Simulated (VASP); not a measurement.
# WC4 (Im-3m) in VASP: further runs

The runs below take WC4 through single point, relaxation of cell and atoms, with PBE.

Program: VASP 6.6.1. These are calculated values, not measurements. Logs are shortened: lines on timing, memory, paths and dates and some standing lists are left out, and cuts for length are marked.

### 1 The cell of the first run

The structure is cubic, space group Im-3m (No. 229). Conventional cell: a = 4.817 Å, b = 4.817 Å, c = 4.817 Å, α = 90.00°, β = 90.00°, γ = 90.00°. Within 2.8 Å of W (site symmetry m-3m) lie 8 C at 2.09 Å. C (site symmetry -3m) has 2 W at 2.09 Å and 6 C at 2.41 Å within 2.8 Å.

### 2 Single point, PBE

INCAR

```
ALGO = Normal
EDIFF = 1E-7
ENCUT = 520
GGA = PE
ISIF = 2
ISMEAR = 0
LASPH = T
LCHARG = T
LELF = T
LREAL = F
LVHAR = T
LWAVE = F
NBANDS = 23
NELM = 100
PREC = Accurate
SIGMA = 0.1
```

KPOINTS

```
k-points
0
Gamma
  12 12 12
```

POSCAR

```
WC4
1.0
   -2.4084169397      2.4084169397      2.4084169397
    2.4084169397     -2.4084169397      2.4084169397
    2.4084169397      2.4084169397     -2.4084169397
W C
1 4
Direct
    0.0000000000      0.0000000000      0.0000000000
    0.0000000000      0.0000000000      0.5000000000
    0.5000000000      0.0000000000      0.0000000000
    0.5000000000      0.5000000000      0.5000000000
    0.0000000000      0.5000000000      0.0000000000
```

Potentials or basis: VASP PAW PBE potentials, release 64 (W_sv, C).

Started as:

```
> cat potpaw_PBE.64/W_sv/POTCAR potpaw_PBE.64/C/POTCAR > POTCAR
> mpirun -np 1 vasp_std > vasp.out
```

OUTCAR:

```text
EDIFF = 1E-7
   ENCUT = 520
   GGA = PE
   ISIF = 2
   ISMEAR = 0
   LASPH = T
   LREAL = F
   NELM = 100
   PREC = Accurate

 ion  position               nearest neighbor table
   1  0.000  0.000  0.000-   2 2.09   3 2.09   4 2.09   5 2.09   2 2.09   5 2.09   3 2.09   4 2.09

   2  0.000  0.000  0.500-   1 2.09   1 2.09
   3  0.500  0.000  0.000-   1 2.09   1 2.09
   4  0.500  0.500  0.500-   1 2.09   1 2.09
   5  0.000  0.500  0.000-   1 2.09   1 2.09

  LATTYP: Found a body centered cubic cell.
 ALAT       =     4.8168338794

  Lattice vectors:

 A1 = (  -2.4084169397,   2.4084169397,   2.4084169397)
 A2 = (   2.4084169397,  -2.4084169397,   2.4084169397)
 A3 = (   2.4084169397,   2.4084169397,  -2.4084169397)

Analysis of symmetry for initial positions (statically):
=====================================================================
 Subroutine PRICEL returns:
 Original cell was already a primitive cell.

 Routine SETGRP: Setting up the symmetry group for a
 body centered cubic supercell.

 Subroutine GETGRP returns: Found 48 space group operations
 (whereof 48 operations were pure point group operations)
 out of a pool of 48 trial point group operations.

The static configuration has the point symmetry O_h .

Analysis of symmetry for dynamics (positions and initial velocities):
=====================================================================
 Subroutine PRICEL returns:
 Original cell was already a primitive cell.

 Routine SETGRP: Setting up the symmetry group for a
 body centered cubic supercell.

 Subroutine GETGRP returns: Found 48 space group operations
 (whereof 48 operations were pure point group operations)
 out of a pool of 48 trial point group operations.

The dynamic configuration has the point symmetry O_h .

 Subroutine INISYM returns: Found 48 space group operations
 (whereof 48 operations are pure point group operations),
 and found     1 'primitive' translations

----------------------------------------------------------------------------------------

                                     Primitive cell

  volume of cell :      55.8798

  direct lattice vectors                    reciprocal lattice vectors
    -2.408416940  2.408416940  2.408416940     0.000000000  0.207605250  0.207605250
     2.408416940 -2.408416940  2.408416940     0.207605250  0.000000000  0.207605250
     2.408416940  2.408416940 -2.408416940     0.207605250  0.207605250  0.000000000

  length of vectors
     4.171500505  4.171500505  4.171500505     0.293598160  0.293598160  0.293598160

  position of ions in fractional coordinates (direct lattice)
     0.000000000  0.000000000  0.000000000
     0.000000000  0.000000000  0.500000000
     0.500000000  0.000000000  0.000000000
     0.500000000  0.500000000  0.500000000
     0.000000000  0.500000000  0.000000000

  ion indices of the primitive-cell ions
   primitive index   ion index
                 1           1
                 2           2
                 3           3
                 4           4
                 5           5

----------------------------------------------------------------------------------------

 KPOINTS: k-points

Automatic generation of k-mesh.
 Grid dimensions read from file:
 generate k-points for:   12   12   12

 Generating k-lattice:

  Cartesian coordinates                     Fractional coordinates (reciprocal lattice)
     0.000000000  0.017300437  0.017300437     0.083333333  0.000000000  0.000000000
     0.017300437  0.000000000  0.017300437     0.000000000  0.083333333  0.000000000
     0.017300437  0.017300437  0.000000000     0.000000000  0.000000000  0.083333333

  Length of vectors
     0.024466513  0.024466513  0.024466513

  Shift w.r.t. Gamma in fractional coordinates (k-lattice)
     0.000000000  0.000000000  0.000000000

 Subroutine IBZKPT returns following result:
 ===========================================

 Found     72 irreducible k-points:

 Following reciprocal coordinates:
            Coordinates               Weight
  0.000000  0.000000  0.000000      1.000000
  0.083333  0.000000  0.000000     12.000000
  0.166667  0.000000  0.000000     12.000000
  0.250000  0.000000  0.000000     12.000000
  0.333333  0.000000  0.000000     12.000000
  0.416667  0.000000  0.000000     12.000000
[... 16 lines left out ...]
  0.333333  0.083333  0.083333     24.000000
  0.416667  0.083333  0.083333     12.000000
 [... further k-points ...]
   k-points           NKPTS =     72   k-points in BZ     NKDIM =     72   number of bands    NBANDS=     23
   number of dos      NEDOS =    301   number of ions     NIONS =      5
   total plane-waves  NPLWV =  32768
   dimension x,y,z NGX =    32 NGY =   32 NGZ =   32
   dimension x,y,z NGXF=    64 NGYF=   64 NGZF=   64
   ions per type =               1   4
   NGX,Y,Z   is equivalent  to a cutoff of  12.75, 12.75, 12.75 a.u.
   NGXF,Y,Z  is equivalent  to a cutoff of  25.51, 25.51, 25.51 a.u.
 SYSTEM =  unknown system
   PREC   = accura    normal or accurate (medium, high low for compatibility)
   ISTART =      0    job   : 0-new  1-cont  2-samecut
   ICHARG =      2    charge: 1-file 2-atom 10-const
   ISPIN  =      1    spin polarized calculation?
   LNONCOLLINEAR =      F non collinear calculations
   LSORBIT =      F    spin-orbit coupling
   LASPH  =      T    aspherical Exc in radial PAW
   ENCUT  =  520.0 eV  38.22 Ry    6.18 a.u.   7.76  7.76  7.76*2*pi/ulx,y,z
   NELM   =    100;   NELMIN=  2; NELMDL= -5     # of ELM steps
   EDIFF  = 0.1E-06   stopping-criterion for ELM
   LREAL  =      F    real-space projection
   EDIFFG = 0.1E-05   stopping-criterion for IOM
   NSW    =      0    number of steps for IOM
   IBRION =     -1    ionic relax: 0-MD 1-quasi-New 2-CG
   NFREE  =      0    steps in history (QN), initial steepest desc. (CG)
   ISIF   =      2    stress and relaxation
   ISYM   =      2    0-nonsym 1-usesym 2-fastsym
   POTIM  = 0.5000    time-step for ionic-motion
   TEBEG  =    0.0;   TEEND  =   0.0 temperature during run
   PSTRESS=    0.0 pullay stress
   NELECT =      30.0000    total number of electrons
   NUPDOWN=      -1.0000    fix difference up-down
   EMIN   =  10.00;   EMAX   =-10.00  energy-range for DOS
   EFERMI =   0.00;   METHOD = LEGACY
   ISMEAR =     0;   SIGMA  =   0.10  broadening in eV -4-tet -1-fermi 0-gaus
   EFERMI_NEDOS =   21; number of points for ismear=-14 and -15
   IALGO  =     38    algorithm
   IMIX   =      4    mixing-type and parameters
     AMIX     =   0.40;   BMIX     =  1.00
     AMIX_MAG =   1.60;   BMIX_MAG =  1.00
  volume/ion in A,a.u.               =      11.18        75.42
  Fermi-wavevector in a.u.,A,eV,Ry     =   1.330547  2.514369 24.087149  1.770356
  Thomas-Fermi vector in A             =   2.459626
   LORBIT       =      0    0 simple, 1 ext, 2 COOP (PROOUT), +10 PAW based schemes
   GGA     = PE    functional components
   LHFCALC =     F    Hartree Fock is set to
   AEXX    =    0.0000 exact exchange contribution
   IVDW    =     0    specifies the selected vdW correction
   LEPSILON=     F    determine dielectric tensor
   LRPA    =     F    only Hartree local field effects (RPA)
 non-spin polarized calculation
 Gauss-broadening in eV      SIGMA  =   0.10
  energy-cutoff  :      520.00
  volume of cell :       55.88
 maximum number of plane-waves:      1521
   NGX = 15   NGY = 15   NGZ = 15

 number of electron      30.0000005 magnetization

 Free energy of the ion-electron system (eV)
  ---------------------------------------------------
  ext. energy  EPLUGINS =         0.00000000
  ---------------------------------------------------
  free energy    TOTEN  =       -37.21614221 eV

  energy without entropy =      -37.20123834  energy(sigma->0) =      -37.20869027

 E-fermi :   5.7863     XC(G=0): -11.4242

 val. band max:        5.7856390253   @ k =   0.1667   0.0000   0.0000
 cond. band min:       5.8003683984   @ k =   0.4167   0.1667   0.0000
 fundamental gap:      0.0147293731
 Fermi energy:         5.7862948639

 k-point     1 :       0.0000    0.0000    0.0000
  band No.  band energies     occupation
      1     -68.4613      2.00000
      2     -32.8194      2.00000
      3     -32.8194      2.00000
      4     -32.8194      2.00000
      5      -8.6285      2.00000
      6      -3.7295      2.00000
[... 15 lines left out ...]
     22      11.0342      0.00000
     23      11.0350      0.00000

 k-point     2 :       0.0833    0.0000    0.0000
  band No.  band energies     occupation
      1     -68.4613      2.00000
      2     -32.8202      2.00000
      3     -32.8196      2.00000
      4     -32.8192      2.00000
      5      -8.5459      2.00000
      6      -3.7844      2.00000
[... 15 lines left out ...]
     22      10.9668      0.00000
     23      10.9670      0.00000

 k-point     3 :       0.1667    0.0000    0.0000
  band No.  band energies     occupation
      1     -68.4613      2.00000
      2     -32.8224      2.00000
      3     -32.8203      2.00000
      4     -32.8189      2.00000
      5      -8.3032      2.00000
      6      -3.9507      2.00000
[... 15 lines left out ...]
     22      10.7783      0.00000
     23      10.8799      0.00000

 k-point     4 :       0.2500    0.0000    0.0000
  band No.  band energies     occupation
      1     -68.4613      2.00000
      2     -32.8255      2.00000
      3     -32.8212      2.00000
      4     -32.8185      2.00000
      5      -7.9169      2.00000
      6      -4.2307      2.00000
[... 15 lines left out ...]
     22      10.4872      0.00000
     23      10.8125      0.00000

 k-point     5 :       0.3333    0.0000    0.0000
  band No.  band energies     occupation
      1     -68.4613      2.00000
      2     -32.8285      2.00000
      3     -32.8222      2.00000
      4     -32.8181      2.00000
      5      -7.4219      2.00000
      6      -4.6180      2.00000
[... 434 lines left out ...]
 k-point    22 :       0.2500    0.0833    0.0833
  band No.  band energies     occupation
      1     -68.4613      2.00000
      2     -32.8286      2.00000
      3     -32.8219      2.00000
      4     -32.8189      2.00000
      5      -7.2815      2.00000
      6      -4.6037      2.00000
[... 15 lines left out ...]
     22       9.7654      0.00000
     23      11.2438      0.00000

 k-point    23 :       0.3333    0.0833    0.0833
  band No.  band energies     occupation
      1     -68.4614      2.00000
      2     -32.8301      2.00000
      3     -32.8230      2.00000
      4     -32.8187      2.00000
      5      -6.7564      2.00000
      6      -5.0274      2.00000
[... 15 lines left out ...]
     22       9.8203      0.00000
     23      11.1963      0.00000

 k-point    24 :       0.4167    0.0833    0.0833
  band No.  band energies     occupation
      1     -68.4614      2.00000
      2     -32.8306      2.00000
      3     -32.8234      2.00000
      4     -32.8186      2.00000
      5      -6.4551      2.00000
      6      -5.2950      2.00000
[... 15 lines left out ...]
     22       9.9345      0.00000
     23      11.1763      0.00000

 [... further k-points ...]
[... 5 lines left out ...]
  --------------------------------------------------------------------------------------
  -------------------------------------------------------------------------------------
  Total        0.1096575      0.1096575      0.1096575      0.0000000      0.0000000      0.0000000
  in kB        3.1440837      3.1440837      3.1440837      0.0000000      0.0000000      0.0000000
  external PRESSURE =       3.1440837 kB  Pullay stress =       0.0000000 kB

 VOLUME and BASIS-vectors are now :
 -----------------------------------------------------------------------------
  energy-cutoff  :      520.00
  volume of cell :       55.88
      direct lattice vectors                 reciprocal lattice vectors
    -2.408416940  2.408416940  2.408416940     0.000000000  0.207605250  0.207605250
     2.408416940 -2.408416940  2.408416940     0.207605250  0.000000000  0.207605250
     2.408416940  2.408416940 -2.408416940     0.207605250  0.207605250  0.000000000

 POSITION                                       TOTAL-FORCE (eV/Angst)
 -----------------------------------------------------------------------------------
      0.00000      0.00000      0.00000         0.000000      0.000000     -0.000000
      1.20421      1.20421     -1.20421        -0.000000      0.000000     -0.000000
     -1.20421      1.20421      1.20421         0.000000     -0.000000      0.000000
      1.20421      1.20421      1.20421         0.000000      0.000000     -0.000000
      1.20421     -1.20421      1.20421         0.000000      0.000000     -0.000000
 -----------------------------------------------------------------------------------
    total drift:                                0.000000     -0.000000      0.000000

  FREE ENERGIE OF THE ION-ELECTRON SYSTEM (eV)
  ---------------------------------------------------
  free  energy   TOTEN  =       -37.2161422074 eV

  energy  without entropy=      -37.2012383368  energy(sigma->0) =      -37.20869027
```

It took 52 s on 1 thread of AMD EPYC 7R13 (Zen 3), shared host; peak memory 0.19 GiB.

What came out:

| Quantity | Value |
| --- | --- |
| Free energy | -37.2161 eV |
| Pressure | 0.3 GPa |
| Band gap on the k mesh | zero (band 15 reaches 7.87 eV, above the bottom of band 16 at 4.99 eV) |

Caveat: spin-orbit coupling is left out, which moves the levels of the heavy elements.

### 3 Relaxation of cell and atoms, PBE

INCAR

```
  ALGO = Normal
  EDIFF = 1E-7
  EDIFFG = -0.01
  ENCUT = 600
  GGA = PE
  IBRION = 2
  ISIF = 3
  ISMEAR = 0
  LASPH = True
  LCHARG = False
  LREAL = False
  LWAVE = False
  NELM = 100
  NSW = 100
  PREC = Accurate
  SIGMA = 0.1
```

KPOINTS is that of step 2.

POSCAR: that of step 2 with these lines changed.

```diff
@@ -2,5 +2,5 @@
 1.0
-   -2.4084169397      2.4084169397      2.4084169397
-    2.4084169397     -2.4084169397      2.4084169397
-    2.4084169397      2.4084169397     -2.4084169397
+   -2.4098110957      2.4098110957      2.4098110957
+    2.4098110957     -2.4098110957      2.4098110957
+    2.4098110957      2.4098110957     -2.4098110957
 W C
```

Potentials or basis: VASP PAW PBE potentials, release 64 (W_sv, C).

Started as:

```
> cat potpaw_PBE.64/W_sv/POTCAR potpaw_PBE.64/C/POTCAR > POTCAR
> mpirun -np 1 vasp_std > vasp.out
```

Run time: 2.5 min. Hardware: 1 thread of AMD EPYC 7R13 (Zen 3), shared host; peak memory 0.23 GiB.

It converged, with:

```
Free energy                            : -37.2174 eV
Relaxed volume                         : 11.19 Å³/atom
Relaxed cell                           : a = 4.173 Å, b = 4.173 Å, c = 4.173 Å, α = 109.47°, β = 109.47°, γ = 109.47°
Space group after relaxing (to 0.05 Å) : Im-3m (No. 229)
Energy gained by relaxing              : 0.0 meV/atom
Ionic steps                            : 3
Pressure after relaxing                : 0.0 GPa
Band gap on the k mesh                 : zero (band 15 reaches 7.86 eV, above the bottom of band 16 at 4.98 eV)
```

Final structure:
```
W C
1.0
    -2.40922    2.40922    2.40922
     2.40922   -2.40922    2.40922
     2.40922    2.40922   -2.40922
W C
1 4
Direct
  0.00000 0.00000 0.00000
  0.00000 0.00000 0.50000
  0.50000 0.00000 0.00000
  0.50000 0.50000 0.50000
  0.00000 0.50000 0.00000
```

Levels at points of the mesh, in eV from the Fermi level:
| k point | band 12 | band 13 | band 14 | band 15 | band 16 | band 17 | band 18 | band 19 |
| --- | --- | --- | --- | --- | --- | --- | --- | --- |
| (0.00, 0.00, 0.00) | -3.06 | -3.06 | -3.06 | -0.80 | -0.80 | 2.73 | 2.73 | 2.73 |
| (0.50, 0.00, 0.00) | -3.57 | -3.15 | -0.93 | -0.47 | 0.79 | 0.83 | 1.64 | 3.49 |
| (0.50, 0.50, 0.50) | -5.76 | -5.76 | -4.93 | 2.09 | 2.09 | 2.09 | 3.86 | 3.86 |

Caveat: spin-orbit coupling is left out, which moves the levels of the heavy elements.

### 4 Single point, PBE

INCAR

```
SYSTEM = WC4
  PREC = Accurate
  ENCUT = 520
  EDIFF = 1E-6
  ISMEAR = 0
  SIGMA = 0.1
  LREAL = .False.
  LASPH = .True.
  NELM = 100
  ALGO = Normal
  ISIF = 2
  LWAVE = .False.
  LCHARG = .True.
  GGA = PE
  LELF = .True.
  LVHAR = .True.
  NBANDS = 23
```

KPOINTS

```
regular mesh
0
Gamma
  6 6 6
  0 0 0
```

POSCAR is that of step 3.

Started as:

```
> cat potpaw_PBE.64/W_sv/POTCAR potpaw_PBE.64/C/POTCAR > POTCAR
> mpirun -np 1 vasp_std > vasp.out
```

It took 14 s on 1 thread of AMD EPYC 7R13 (Zen 3), shared host; peak memory 0.15 GiB.

It converged, with:

```yaml
Free_energy: -37.2205 eV
Pressure: 0.0 GPa
Band_gap_on_the_k_mesh: zero (band 15 reaches 7.86 eV, above the bottom of band 16 at 4.97 eV)
```

Levels at points of the mesh, in eV from the Fermi level:
| k point | band 13 | band 14 | band 15 | band 16 | band 17 | band 18 |
| --- | --- | --- | --- | --- | --- | --- |
| (0.00, 0.00, 0.00) | -2.97 | -2.97 | -0.72 | -0.72 | 2.82 | 2.82 |
| (0.50, 0.00, 0.00) | -3.07 | -0.84 | -0.39 | 0.88 | 0.92 | 1.72 |
| (0.50, 0.50, 0.50) | -5.67 | -4.85 | 2.17 | 2.17 | 2.17 | 3.93 |

Caveat: spin-orbit coupling is left out, which moves the levels of the heavy elements.

### 5 Summary

```csv
task,cell,k mesh,cutoff (eV),gap on the mesh (eV),pressure (GPa)
single point,"a = 4.172 Å, angles 109.5°, 5 atoms",12 × 12 × 12,520,none,0.3
relaxation of cell and atoms,"relaxed from a = 4.174 Å, angles 109.5°, 5 atoms",12 × 12 × 12,600,none,0.0
single point,"a = 4.174 Å, angles 109.5°, 5 atoms",6 × 6 × 6,520,none,0.0
```

Alike in all rows: level PBE; potentials or basis VASP PAW PBE potentials, release 64 (W_sv, C); no spin polarisation; smearing gaussian 0.1 eV.

Caveats: spin-orbit coupling is left out, which moves the levels of the heavy elements.

Total energies depend on the potentials used, so only differences within one code and one set of settings carry meaning.
